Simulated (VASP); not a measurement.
A run of VASP 6.6.1 is set up as follows.

File INCAR:

```
PREC     = Accurate       # precision mode
ENCUT    = 520            # plane-wave cutoff, eV
EDIFF    = 1E-6           # SCF threshold, eV
ISMEAR   = 0              # smearing method
SIGMA    = 0.05           # smearing width, eV
LREAL    = F              # projectors in reciprocal space
LASPH    = T              # aspherical terms in the spheres
NELM     = 80             # most SCF steps
ALGO     = Normal         # electronic algorithm
ISIF     = 2              # what is computed and relaxed
LWAVE    = F              # write WAVECAR
LCHARG   = F              # write CHGCAR
GGA      = PE             # functional
IVDW     = 12             # dispersion correction
NBANDS   = 16             # bands
```

The input KPOINTS:

```
regular mesh
0
Gamma
  9 9 8
```

Contents of POSCAR:

```
Se
1.0
    4.0025012891      0.0000000000      0.0000000000
   -2.0012506446      3.4662677951      0.0000000000
    0.0000000000      0.0000000000      5.2973104561
Se
3
Direct
    0.2627083307      0.0000000000      0.3333333333
    0.0000000000      0.2627083307      0.6666666667
    0.7372916693      0.7372916693      0.0000000000
```

Potentials or basis: VASP PAW PBE potentials, release 64 (Se).

Launch:

```console
$ cat potpaw_PBE.64/Se/POTCAR > POTCAR
$ mpirun -np 1 vasp_std > vasp.out
```

Question: What does it give for the band gap on the k mesh?

Answer: 0.23 eV.

Question: What does it give for the dispersion energy per atom?

Answer: -0.357 eV.

Stress tensor (GPa, compression positive):
```
-2.48  0.00  0.00
 0.00 -2.48  0.00
 0.00  0.00 -4.81
```

Caveat: the cell stands under tension; semilocal functionals underestimate gaps, and a narrow one can read as zero. A k mesh can miss the band edges.
